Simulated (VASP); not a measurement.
Write the native input for VASP 6.6.1 that does the following.

```yaml
Task: single point
Functional: r2SCAN
Potentials_or_basis: VASP PAW PBE potentials, release 64 (Ti_sv, O)
Cutoff: 520 eV
k_mesh: 6 × 6 × 8
Occupations: gaussian, width 0.02 eV
Spin: no spin polarisation
Hubbard_terms: Ti d U = 4.0 eV
Dipole_correction: no
Further_INCAR_settings: ALGO = Normal; EDIFF = 1e-06; NBANDS = 33
```

The system is TiO2.

```
CELL_PARAMETERS angstrom
4.39046 0.00000 0.00000
0.00000 4.39046 0.00000
0.00000 0.00000 3.09733
ATOMIC_POSITIONS crystal
Ti 0.50000 0.50000 0.00000
Ti 0.00000 0.00000 0.50000
O 0.69446 0.69446 0.50000
O 0.80554 0.19446 0.00000
O 0.19446 0.80554 0.00000
O 0.30554 0.30554 0.50000
```

This cell differs from its parent crystal: biaxial strain in the a-b plane: -4.5 %, then relaxed in part.

These files were run (other wordings do the same):

POSCAR

```
TiO2
1.0
    4.3904551773      0.0000000000      0.0000000000
    0.0000000000      4.3904551773      0.0000000000
    0.0000000000      0.0000000000      3.0973281063
Ti O
2 4
Direct
    0.5000000000      0.5000000000      0.0000000000
    0.0000000000      0.0000000000      0.5000000000
    0.6944576665      0.6944576665      0.5000000000
    0.8055423335      0.1944576665      0.0000000000
    0.1944576665      0.8055423335      0.0000000000
    0.3055423335      0.3055423335      0.5000000000
```

INCAR.step1

```
PREC = Accurate
ENCUT = 520
ISMEAR = 0
SIGMA = 0.02
LREAL = F
LASPH = T
NELM = 150
LMAXMIX = 4
LDAU = T
LDAUTYPE = 2
LDAUL = 2 -1
LDAUU = 4 0
LDAUJ = 0 0
NBANDS = 33
GGA = PE
ALGO = Normal
EDIFF = 1E-4
LWAVE = T
LCHARG = F
```

INCAR.step2

```
PREC = Accurate
ENCUT = 520
EDIFF = 1E-6
ISMEAR = 0
SIGMA = 0.02
LREAL = F
LASPH = T
NELM = 150
ALGO = Normal
ISIF = 2
LWAVE = F
LCHARG = F
LMAXMIX = 4
LDAU = T
LDAUTYPE = 2
LDAUL = 2 -1
LDAUU = 4 0
LDAUJ = 0 0
LDAUPRINT = 1
METAGGA = R2SCAN
LMIXTAU = T
NBANDS = 33
ISTART = 1
```

KPOINTS

```
regular mesh
0
Gamma
  6 6 8
```

Potentials or basis: VASP PAW PBE potentials, release 64 (Ti_sv, O).

Run with:

```bash
$ cat potpaw_PBE.64/Ti_sv/POTCAR potpaw_PBE.64/O/POTCAR > POTCAR
$ cp INCAR.step1 INCAR
$ mpirun -np 1 vasp_std > vasp.out
$ cp INCAR.step2 INCAR
$ mpirun -np 1 vasp_std > vasp.out
```

Results of the run:

The pressure is 18.9 GPa, the largest force is 0.012 eV/Å and the band gap on the k mesh is 2.96 eV, direct.

Caveat: the cell differs from its parent crystal (biaxial strain in the a-b plane: -4.5 %, then relaxed in part); the PAW data sets were made with another functional, which shifts forces and pressure a little.

Run time: 3.5 min on 1 thread of Intel(R) Xeon(R) 6975P-C (Granite Rapids), on a shared host, peak memory 0.22 GiB.
